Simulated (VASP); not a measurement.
# NbP (I4_1/amd) in VASP: relaxation of cell and atoms with PBE

Aim: the relaxation of cell and atoms of NbP with PBE.

All numbers are computed with VASP 6.6.1; they aren't measurements. Logs are shortened: lines on timing, memory, paths and dates and some standing lists are left out, and cuts for length are marked.

**1. The cell of the first run**

The structure is tetragonal, space group I4_1/amd (No. 141). The conventional cell has a = 3.508 Å, b = 3.508 Å, c = 10.429 Å, α = 90.00°, β = 90.00°, γ = 90.00°. Within 3.3 Å of Nb (site symmetry -4m2) lie 8 P at 2.48 to 3.14 Å and 4 Nb at 3.14 Å. P (site symmetry -4m2) has 8 Nb at 2.48 to 3.14 Å and 4 P at 3.14 Å within 3.3 Å.

**2. Relaxation of cell and atoms, PBE**

File INCAR:

```
PREC = Accurate
ENCUT = 600
EDIFF = 1E-6
ISMEAR = 0
SIGMA = 0.1
LREAL = F
LASPH = T
NELM = 100
ALGO = Fast
ISIF = 3
LWAVE = F
LCHARG = F
GGA = PE
IBRION = 2
NSW = 70
EDIFFG = -0.02
KPAR = 4
```

File KPOINTS:

```
regular mesh
0
Gamma
  18 18 18
```

File POSCAR:

```
NbP
1.0
   -1.7540774172      1.7540774172      5.2143340564
    1.7540774172     -1.7540774172      5.2143340564
    1.7540774172      1.7540774172     -5.2143340564
Nb P
2 2
Direct
    0.0000000000      0.0000000000      0.0000000000
    0.7500000000      0.2500000000      0.5000000000
    0.5000000000      0.5000000000      0.0000000000
    0.2500000000      0.7500000000      0.5000000000
```

Potentials or basis: VASP PAW PBE potentials, release 64 (Nb_sv, P).

Run with:

```bash
$ cat potpaw_PBE.64/Nb_sv/POTCAR potpaw_PBE.64/P/POTCAR > POTCAR
$ mpirun -np 4 vasp_std > vasp.out
```

OUTCAR:

```text
PREC = Accurate
   ENCUT = 600
   EDIFF = 1E-6
   ISMEAR = 0
   LREAL = F
   LASPH = T
   NELM = 100
   ISIF = 3
   GGA = PE
   IBRION = 2
   NSW = 70
   EDIFFG = -0.02

 ion  position               nearest neighbor table
   1  0.000  0.000  0.000-   3 2.48   3 2.48   3 2.48   3 2.48
   2  0.750  0.250  0.500-   4 2.48   4 2.48   4 2.48   4 2.48
   3  0.500  0.500  0.000-   1 2.48   1 2.48   1 2.48   1 2.48
   4  0.250  0.750  0.500-   2 2.48   2 2.48   2 2.48   2 2.48

  LATTYP: Found a body centered tetragonal cell.
 ALAT       =     3.5081548344
 C/A-ratio  =     2.9726932262

  Lattice vectors:

 A1 = (  -1.7540774172,   1.7540774172,   5.2143340564)
 A2 = (   1.7540774172,  -1.7540774172,   5.2143340564)
 A3 = (   1.7540774172,   1.7540774172,  -5.2143340564)

Analysis of symmetry for initial positions (statically):
=====================================================================
 Subroutine PRICEL returns:
 Original cell was already a primitive cell.

 Routine SETGRP: Setting up the symmetry group for a
 body centered tetragonal supercell.

 Subroutine GETGRP returns: Found 16 space group operations
 (whereof  8 operations were pure point group operations)
 out of a pool of 16 trial point group operations.

The static configuration has the point symmetry D_2d.
 The point group associated with its full space group is D_4h.

Analysis of symmetry for dynamics (positions and initial velocities):
=====================================================================
 Subroutine PRICEL returns:
 Original cell was already a primitive cell.

 Routine SETGRP: Setting up the symmetry group for a
 body centered tetragonal supercell.

 Subroutine GETGRP returns: Found 16 space group operations
 (whereof  8 operations were pure point group operations)
 out of a pool of 16 trial point group operations.

The dynamic configuration has the point symmetry D_2d.
 The point group associated with its full space group is D_4h.

 Subroutine INISYM returns: Found 16 space group operations
 (whereof  8 operations are pure point group operations),
 and found     1 'primitive' translations
[... 100 lines left out ...]
   LREAL  =      F    real-space projection
   EDIFFG = -.2E-01   stopping-criterion for IOM
   NSW    =     70    number of steps for IOM
   IBRION =      2    ionic relax: 0-MD 1-quasi-New 2-CG
   NFREE  =      1    steps in history (QN), initial steepest desc. (CG)
   ISIF   =      3    stress and relaxation
   ISYM   =      2    0-nonsym 1-usesym 2-fastsym
   POTIM  = 0.5000    time-step for ionic-motion
   TEBEG  =    0.0;   TEEND  =   0.0 temperature during run
   PSTRESS=    0.0 pullay stress
   NELECT =      36.0000    total number of electrons
   NUPDOWN=      -1.0000    fix difference up-down
   EMIN   =  10.00;   EMAX   =-10.00  energy-range for DOS
   EFERMI =   0.00;   METHOD = LEGACY
   ISMEAR =     0;   SIGMA  =   0.10  broadening in eV -4-tet -1-fermi 0-gaus
   EFERMI_NEDOS =   21; number of points for ismear=-14 and -15
   IALGO  =     68    algorithm
   IMIX   =      4    mixing-type and parameters
     AMIX     =   0.40;   BMIX     =  1.00
     AMIX_MAG =   1.60;   BMIX_MAG =  1.00
  volume/ion in A,a.u.               =      16.04       108.27
  Fermi-wavevector in a.u.,A,eV,Ry     =   1.350175  2.551462 24.803064  1.822974
  Thomas-Fermi vector in A             =   2.477702
   LORBIT       =      0    0 simple, 1 ext, 2 COOP (PROOUT), +10 PAW based schemes
   GGA     = PE    functional components
   LHFCALC =     F    Hartree Fock is set to
   AEXX    =    0.0000 exact exchange contribution
   IVDW    =     0    specifies the selected vdW correction
   LEPSILON=     F    determine dielectric tensor
   LRPA    =     F    only Hartree local field effects (RPA)
 conjugate gradient relaxation of ions
 non-spin polarized calculation
 RMM-DIIS sequential band-by-band and
 Gauss-broadening in eV      SIGMA  =   0.10
  energy-cutoff  :      600.00
  volume of cell :       64.17
 maximum number of plane-waves:      2160
 NGX is ok and might be reduce to    48
   NGX = 23   NGY = 23   NGZ = 23

--------------------------------------- Ionic step        1  -------------------------------------------

 number of electron      36.0000000 magnetization

 Free energy of the ion-electron system (eV)
  ---------------------------------------------------
  ext. energy  EPLUGINS =         0.00000000
  ---------------------------------------------------
  free energy    TOTEN  =       -32.93177718 eV

  energy without entropy =      -32.91649459  energy(sigma->0) =      -32.92413588

------------------------ aborting loop because EDIFF is reached ----------------------------------------

  FORCE on cell =-STRESS in cart. coord.  units (eV):
  Direction    XX          YY          ZZ          XY          YZ          ZX
  --------------------------------------------------------------------------------------
  -------------------------------------------------------------------------------------
  Total       -0.0720960     -0.0720960     -0.1088262      0.0000000      0.0000000      0.0000000
  in kB       -1.7999699     -1.7999699     -2.7169888      0.0000000      0.0000000      0.0000000
  external PRESSURE =      -2.1056429 kB  Pullay stress =       0.0000000 kB
[... 63 lines left out ...]
--------------------------------------- Ionic step        3  -------------------------------------------

 number of electron      36.0000000 magnetization

 Free energy of the ion-electron system (eV)
  ---------------------------------------------------
  ext. energy  EPLUGINS =         0.00000000
  ---------------------------------------------------
  free energy    TOTEN  =       -32.93183878 eV

  energy without entropy =      -32.91657362  energy(sigma->0) =      -32.92420620

 E-fermi :  10.9718     XC(G=0): -12.0502

 val. band max:       10.9713333201   @ k =  -0.3889   0.4444   0.3333
 cond. band min:      10.9727636241   @ k =   0.1667   0.0556   0.0556
 fundamental gap:      0.0014303040
 Fermi energy:        10.9718100972

 k-point     1 :       0.0000    0.0000    0.0000
  band No.  band energies     occupation
      1     -44.0078      2.00000
      2     -43.9378      2.00000
      3     -20.1677      2.00000
      4     -20.1677      2.00000
      5     -20.1372      2.00000
      6     -20.1172      2.00000
[... 589 lines left out ...]
     21      12.2840      0.00000
     22      13.4016      0.00000

 [... further k-points ...]

------------------------ aborting loop because EDIFF is reached ----------------------------------------

  FORCE on cell =-STRESS in cart. coord.  units (eV):
  Direction    XX          YY          ZZ          XY          YZ          ZX
  --------------------------------------------------------------------------------------
  -------------------------------------------------------------------------------------
  Total        0.0330297      0.0330297     -0.0184881      0.0000000      0.0000000      0.0000000
  in kB        0.8257596      0.8257596     -0.4622108      0.0000000      0.0000000      0.0000000
  external PRESSURE =       0.3964361 kB  Pullay stress =       0.0000000 kB
[... 19 lines left out ...]
  FREE ENERGIE OF THE ION-ELECTRON SYSTEM (eV)
  ---------------------------------------------------
  free  energy   TOTEN  =       -32.9318387849 eV

  energy  without entropy=      -32.9165736159  energy(sigma->0) =      -32.92420620

 reached required accuracy - stopping structural energy minimisation
```

Run time: 51 min. Hardware: 4 MPI ranks of Oxide Virtual Turin-like, shared host; peak memory 0.88 GiB.

Results:

* Free energy: -32.9318 eV
* Relaxed volume: 16.02 Å³/atom
* Relaxed cell: a = 5.771 Å, b = 5.771 Å, c = 5.771 Å, α = 144.63°, β = 144.63°, γ = 50.89°
* Space group after relaxing (to 0.1 Å): I4_1/amd (No. 141)
* Energy gained by relaxing: 0.0 meV/atom
* Ionic steps: 3
* Pressure after relaxing: 0.0 GPa
* Band gap on the k mesh: zero (bands 18 and 19 overlap by 1.16 eV)

Stress tensor (GPa, compression positive):
```
 0.08  0.00  0.00
 0.00  0.08  0.00
 0.00  0.00 -0.05
```

Final structure:
```yaml
crystal:
  lattice:
    - [-1.75339, 1.75339, 5.21127]
    - [1.75339, -1.75339, 5.21127]
    - [1.75339, 1.75339, -5.21127]
  atoms:
    - { symbol: Nb, position: [0.00000, 0.00000, 0.00000] }
    - { symbol: Nb, position: [0.75000, 0.25000, 0.50000] }
    - { symbol: P, position: [0.50000, 0.50000, 0.00000] }
    - { symbol: P, position: [0.25000, 0.75000, 0.50000] }
```
